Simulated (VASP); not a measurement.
A run of VASP 6.6.1 is set up as follows.

Contents of INCAR:

```
SYSTEM = TaN
  PREC = Accurate
  ENCUT = 520
  EDIFF = 1E-6
  ISMEAR = 0
  SIGMA = 0.1
  LREAL = Auto
  LASPH = .True.
  NELM = 60
  ALGO = Fast
  ISIF = 2
  LWAVE = .False.
  LCHARG = .False.
  GGA = PS
  NBANDS = 114
```

The input KPOINTS:

```
regular mesh
0
Gamma
  12 12 2
  0 0 0
```

Contents of POSCAR:

```
TaN
1.0
    3.0940796525      0.0000000000      0.0000000000
   -1.5470398263      2.6795515804      0.0000000000
    0.0000000000      0.0000000000     30.3156654887
N Ta
12 12
Direct
    0.0000000000      0.0000000000      0.0000000000
    0.3333333333      0.6666666667      0.0833333333
    0.6666666667      0.3333333333      0.1666666667
    0.0000000000      1.0000000000      0.2500000000
    0.3333333333      0.6666666667      0.3333333333
    0.6666666667      0.3333333333      0.4166666667
    0.3333333333      0.6666666667      0.9166666667
    0.6666666667      0.3333333333      0.8333333333
    0.0000000000      1.0000000000      0.7500000000
    0.3333333333      0.6666666667      0.6666666667
    0.6666666667      0.3333333333      0.5833333333
    0.0000000000      1.0000000000      0.5000000000
    0.0000000000      0.0000000000      0.1250000000
    0.6666666667      0.3333333333      0.0416666667
    0.3333333333      0.6666666667      0.2083333333
    0.0000000000      0.0000000000      0.3750000000
    0.6666666667      0.3333333333      0.2916666667
    0.3333333333      0.6666666667      0.4583333333
    0.0000000000      0.0000000000      0.8750000000
    0.6666666667      0.3333333333      0.9583333333
    0.3333333333      0.6666666667      0.7916666667
    0.0000000000      0.0000000000      0.6250000000
    0.6666666667      0.3333333333      0.7083333333
    0.3333333333      0.6666666667      0.5416666667
```

Potentials or basis: VASP PAW PBE potentials, release 64 (N, Ta_pv).

Launch:

```bash
$ cat potpaw_PBE.64/N/POTCAR potpaw_PBE.64/Ta_pv/POTCAR > POTCAR
$ mpirun -np 1 vasp_std > vasp.out
```

Q: Estimate the pressure.

A: 4.5 GPa.

Q: Estimate the largest force.

A: 3.385 eV/Å.

Q: What does it give for the band gap on the k mesh?

A: Zero (bands 96 and 97 overlap by 2.86 eV).

Stress tensor (GPa, compression positive):
```
 1.33  0.00  0.00
 0.00  1.33  0.00
 0.00  0.00 10.80
```

Caveat: the PAW data sets were made with another functional, which shifts forces and pressure a little; spin-orbit coupling is left out, which moves the levels of the heavy elements.
